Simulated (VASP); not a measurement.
# InAs (F-43m) in VASP: single point with PBE+D3(BJ)

Aim: the single point of InAs with PBE+D3(BJ).

Program: VASP 6.6.1. These are calculated values, not measurements. Logs are shortened: lines on timing, memory, paths and dates and some standing lists are left out, and cuts for length are marked.

## (1) The cell of the first run

It takes space group F-43m (No. 216, cubic). Conventional cell: a = 5.934 Å, b = 5.934 Å, c = 5.934 Å, α = 90.00°, β = 90.00°, γ = 90.00°. In (site symmetry -43m) has 4 As at 2.57 Å within 3.4 Å. Within 3.4 Å of As (site symmetry -43m) lie 4 In at 2.57 Å.

## (2) Single point, PBE+D3(BJ)

INCAR

```
ALGO = Normal
EDIFF = 1E-6
ENCUT = 500
GGA = PE
GGA_COMPAT = False
ISIF = 2
ISMEAR = 0
IVDW = 12
LASPH = True
LCHARG = True
LELF = True
LREAL = False
LVHAR = True
LWAVE = False
NBANDS = 16
NELM = 120
PREC = Accurate
SIGMA = 0.01
```

KPOINTS

```
k-points
0
Gamma
  6 6 6
```

POSCAR

```
InAs
1.0
    0.0000000000      2.9668375738      2.9668375738
    2.9668375738      0.0000000000      2.9668375738
    2.9668375738      2.9668375738      0.0000000000
In As
1 1
Direct
    0.0000000000      0.0000000000      0.0000000000
    0.2500000000      0.2500000000      0.2500000000
```

Potentials or basis: VASP PAW PBE potentials, release 64 (In_d, As).

On the command line:

```
cat potpaw_PBE.64/In_d/POTCAR potpaw_PBE.64/As/POTCAR > POTCAR
mpirun -np 1 vasp_std > vasp.out
```

OUTCAR:

```text
EDIFF = 1E-6
   ENCUT = 500
   GGA = PE
   ISIF = 2
   ISMEAR = 0
   IVDW = 12
   LASPH = True
   LREAL = False
   NELM = 120
   PREC = Accurate
 IVDW          = 12

 ion  position               nearest neighbor table
   1  0.000  0.000  0.000-   2 2.57   2 2.57   2 2.57   2 2.57
   2  0.250  0.250  0.250-   1 2.57   1 2.57   1 2.57   1 2.57

  LATTYP: Found a face centered cubic cell.
 ALAT       =     5.9336751476

  Lattice vectors:

 A1 = (   0.0000000000,   2.9668375738,   2.9668375738)
 A2 = (   2.9668375738,   0.0000000000,   2.9668375738)
 A3 = (   2.9668375738,   2.9668375738,   0.0000000000)

Analysis of symmetry for initial positions (statically):
=====================================================================
 Subroutine PRICEL returns:
 Original cell was already a primitive cell.

 Routine SETGRP: Setting up the symmetry group for a
 face centered cubic supercell.

 Subroutine GETGRP returns: Found 24 space group operations
 (whereof 24 operations were pure point group operations)
 out of a pool of 48 trial point group operations.

The static configuration has the point symmetry T_d .

Analysis of symmetry for dynamics (positions and initial velocities):
=====================================================================
 Subroutine PRICEL returns:
 Original cell was already a primitive cell.

 Routine SETGRP: Setting up the symmetry group for a
 face centered cubic supercell.

 Subroutine GETGRP returns: Found 24 space group operations
 (whereof 24 operations were pure point group operations)
 out of a pool of 48 trial point group operations.

The dynamic configuration has the point symmetry T_d .

 Subroutine INISYM returns: Found 24 space group operations
 (whereof 24 operations are pure point group operations),
 and found     1 'primitive' translations

----------------------------------------------------------------------------------------

                                     Primitive cell

  volume of cell :      52.2290

  direct lattice vectors                    reciprocal lattice vectors
     0.000000000  2.966837574  2.966837574    -0.168529617  0.168529617  0.168529617
     2.966837574  0.000000000  2.966837574     0.168529617 -0.168529617  0.168529617
     2.966837574  2.966837574  0.000000000     0.168529617  0.168529617 -0.168529617

  length of vectors
     4.195741934  4.195741934  4.195741934     0.291901859  0.291901859  0.291901859

  position of ions in fractional coordinates (direct lattice)
     0.000000000  0.000000000  0.000000000
     0.250000000  0.250000000  0.250000000

  ion indices of the primitive-cell ions
   primitive index   ion index
                 1           1
                 2           2

----------------------------------------------------------------------------------------

 KPOINTS: k-points

Automatic generation of k-mesh.
 Grid dimensions read from file:
 generate k-points for:    6    6    6

 Generating k-lattice:

  Cartesian coordinates                     Fractional coordinates (reciprocal lattice)
    -0.028088269  0.028088269  0.028088269     0.166666667  0.000000000  0.000000000
     0.028088269 -0.028088269  0.028088269     0.000000000  0.166666667  0.000000000
     0.028088269  0.028088269 -0.028088269     0.000000000  0.000000000  0.166666667

  Length of vectors
     0.048650310  0.048650310  0.048650310

  Shift w.r.t. Gamma in fractional coordinates (k-lattice)
     0.000000000  0.000000000  0.000000000

 Subroutine IBZKPT returns following result:
 ===========================================

 Found     16 irreducible k-points:

 Following reciprocal coordinates:
            Coordinates               Weight
  0.000000  0.000000  0.000000      1.000000
  0.166667  0.000000  0.000000      8.000000
  0.333333  0.000000  0.000000      8.000000
  0.500000  0.000000  0.000000      4.000000
  0.166667  0.166667  0.000000      6.000000
  0.333333  0.166667  0.000000     24.000000
[... 8 lines left out ...]
 -0.333333  0.333333  0.166667     24.000000
 -0.333333  0.500000  0.166667     12.000000
   k-points           NKPTS =     16   k-points in BZ     NKDIM =     16   number of bands    NBANDS=     16
   number of dos      NEDOS =    301   number of ions     NIONS =      2
   total plane-waves  NPLWV =  32768
   dimension x,y,z NGX =    32 NGY =   32 NGZ =   32
   dimension x,y,z NGXF=    64 NGYF=   64 NGZF=   64
   ions per type =               1   1
   NGX,Y,Z   is equivalent  to a cutoff of  12.68, 12.68, 12.68 a.u.
   NGXF,Y,Z  is equivalent  to a cutoff of  25.36, 25.36, 25.36 a.u.
 SYSTEM =  unknown system
   PREC   = accura    normal or accurate (medium, high low for compatibility)
   ISTART =      0    job   : 0-new  1-cont  2-samecut
   ICHARG =      2    charge: 1-file 2-atom 10-const
   ISPIN  =      1    spin polarized calculation?
   LNONCOLLINEAR =      F non collinear calculations
   LSORBIT =      F    spin-orbit coupling
   LASPH  =      T    aspherical Exc in radial PAW
   ENCUT  =  500.0 eV  36.75 Ry    6.06 a.u.   7.65  7.65  7.65*2*pi/ulx,y,z
   NELM   =    120;   NELMIN=  2; NELMDL= -5     # of ELM steps
   EDIFF  = 0.1E-05   stopping-criterion for ELM
   LREAL  =      F    real-space projection
   EDIFFG = 0.1E-04   stopping-criterion for IOM
   NSW    =      0    number of steps for IOM
   IBRION =     -1    ionic relax: 0-MD 1-quasi-New 2-CG
   NFREE  =      0    steps in history (QN), initial steepest desc. (CG)
   ISIF   =      2    stress and relaxation
   ISYM   =      2    0-nonsym 1-usesym 2-fastsym
   POTIM  = 0.5000    time-step for ionic-motion
   TEBEG  =    0.0;   TEEND  =   0.0 temperature during run
   PSTRESS=    0.0 pullay stress
   NELECT =      18.0000    total number of electrons
   NUPDOWN=      -1.0000    fix difference up-down
   EMIN   =  10.00;   EMAX   =-10.00  energy-range for DOS
   EFERMI =   0.00;   METHOD = LEGACY
   ISMEAR =     0;   SIGMA  =   0.01  broadening in eV -4-tet -1-fermi 0-gaus
   EFERMI_NEDOS =   21; number of points for ismear=-14 and -15
   IALGO  =     38    algorithm
   IMIX   =      4    mixing-type and parameters
     AMIX     =   0.40;   BMIX     =  1.00
     AMIX_MAG =   1.60;   BMIX_MAG =  1.00
  volume/ion in A,a.u.               =      26.11       176.23
  Fermi-wavevector in a.u.,A,eV,Ry     =   1.147789  2.169006 17.924568  1.317419
  Thomas-Fermi vector in A             =   2.284467
   LORBIT       =      0    0 simple, 1 ext, 2 COOP (PROOUT), +10 PAW based schemes
   GGA     = PE    functional components
   LHFCALC =     F    Hartree Fock is set to
   AEXX    =    0.0000 exact exchange contribution
   IVDW    =    12    specifies the selected vdW correction
   LEPSILON=     F    determine dielectric tensor
   LRPA    =     F    only Hartree local field effects (RPA)
 non-spin polarized calculation
 Gauss-broadening in eV      SIGMA  =   0.01
  energy-cutoff  :      500.00
  volume of cell :       52.23
 maximum number of plane-waves:      1363
 NGX is ok and might be reduce to    32
   NGX = 15   NGY = 15   NGZ = 15

 number of electron      18.0000008 magnetization

 Free energy of the ion-electron system (eV)
  ---------------------------------------------------
  ext. energy  EPLUGINS =         0.00000000
  ---------------------------------------------------
  free energy    TOTEN  =        -7.53760014 eV

  energy without entropy =       -7.53760014  energy(sigma->0) =       -7.53760014

 E-fermi :   5.1662     XC(G=0):  -9.3406

 val. band max:        5.1127026220   @ k =   0.0000   0.0000   0.0000
 cond. band min:       5.2067381936   @ k =   0.0000   0.0000   0.0000
 fundamental gap:      0.0940355715
 Fermi energy:         5.1662117916

 k-point     1 :       0.0000    0.0000    0.0000
  band No.  band energies     occupation
      1      -9.4212      2.00000
      2      -9.4212      2.00000
      3      -9.4212      2.00000
      4      -9.2702      2.00000
      5      -9.2702      2.00000
      6      -7.1335      2.00000
[... 8 lines left out ...]
     15      14.9348      0.00000
     16      14.9348      0.00000

 k-point     2 :       0.1667    0.0000    0.0000
  band No.  band energies     occupation
      1      -9.4645      2.00000
      2      -9.4093      2.00000
      3      -9.4093      2.00000
      4      -9.2703      2.00000
      5      -9.2703      2.00000
      6      -6.8199      2.00000
[... 8 lines left out ...]
     15      13.7737      0.00000
     16      13.8506      0.00000

 k-point     3 :       0.3333    0.0000    0.0000
  band No.  band energies     occupation
      1      -9.5406      2.00000
      2      -9.3899      2.00000
      3      -9.3899      2.00000
      4      -9.2656      2.00000
      5      -9.2656      2.00000
      6      -6.0349      2.00000
[... 8 lines left out ...]
     15      14.3038      0.00000
     16      14.3038      0.00000

 k-point     4 :       0.5000    0.0000    0.0000
  band No.  band energies     occupation
      1      -9.5749      2.00000
      2      -9.3830      2.00000
      3      -9.3830      2.00000
      4      -9.2603      2.00000
      5      -9.2603      2.00000
      6      -5.4767      2.00000
[... 8 lines left out ...]
     15      16.0670      0.00000
     16      16.0670      0.00000
[... 172 lines left out ...]
 k-point    14 :       0.5000    0.3333    0.1667
  band No.  band energies     occupation
      1      -9.5889      2.00000
      2      -9.3672      2.00000
      3      -9.3524      2.00000
      4      -9.2895      2.00000
      5      -9.2566      2.00000
      6      -5.4385      2.00000
[... 8 lines left out ...]
     15      16.0236      0.00000
     16      17.4278      0.00000

 k-point    15 :      -0.3333    0.3333    0.1667
  band No.  band energies     occupation
      1      -9.6036      2.00000
      2      -9.3666      2.00000
      3      -9.3425      2.00000
      4      -9.2841      2.00000
      5      -9.2614      2.00000
      6      -5.0044      2.00000
[... 8 lines left out ...]
     15      16.2028      0.00000
     16      17.1921      0.00000

 k-point    16 :      -0.3333    0.5000    0.1667
  band No.  band energies     occupation
      1      -9.6223      2.00000
      2      -9.3498      2.00000
      3      -9.3304      2.00000
      4      -9.2973      2.00000
      5      -9.2543      2.00000
      6      -4.8207      2.00000
[... 8 lines left out ...]
     15      17.0695      0.00000
     16      17.2401      0.00000

------------------------ aborting loop because EDIFF is reached ----------------------------------------

 Edisp (eV)   -0.68786

 E8    (eV) :    -0.3195

  FORCE on cell =-STRESS in cart. coord.  units (eV):
  Direction    XX          YY          ZZ          XY          YZ          ZX
  --------------------------------------------------------------------------------------
  -------------------------------------------------------------------------------------
  Total       1.93136     1.93136     1.93136     0.00000    -0.00000    -0.00000
  in kB      59.24643    59.24643    59.24643     0.00000    -0.00000    -0.00000
  external pressure =       59.25 kB  Pullay stress =        0.00 kB

 VOLUME and BASIS-vectors are now :
 -----------------------------------------------------------------------------
  energy-cutoff  :      500.00
  volume of cell :       52.23
      direct lattice vectors                 reciprocal lattice vectors
     0.000000000  2.966837574  2.966837574    -0.168529617  0.168529617  0.168529617
     2.966837574  0.000000000  2.966837574     0.168529617 -0.168529617  0.168529617
     2.966837574  2.966837574  0.000000000     0.168529617  0.168529617 -0.168529617

 POSITION                                       TOTAL-FORCE (eV/Angst)
 -----------------------------------------------------------------------------------
      0.00000      0.00000      0.00000         0.000000      0.000000      0.000000
      1.48342      1.48342      1.48342        -0.000000     -0.000000     -0.000000
 -----------------------------------------------------------------------------------
    total drift:                               -0.000000     -0.000000      0.000000

  FREE ENERGIE OF THE ION-ELECTRON SYSTEM (eV)
  ---------------------------------------------------
  free  energy   TOTEN  =        -8.2254624109 eV

  energy  without entropy=       -8.2254624109  energy(sigma->0) =       -8.22546241
```

It took 10 s on 1 thread of Intel Xeon Platinum 8375C at 2.90GHz (Ice Lake), shared host; peak memory 0.19 GiB.

Results:

* Free energy: -8.2255 eV
* Pressure: 5.9 GPa
* Band gap on the k mesh: 0.09 eV
* Dispersion energy per atom: -0.344 eV

Caveat: three body term missing; the cell stands under pressure; spin-orbit coupling is left out, which moves the levels of the heavy elements.
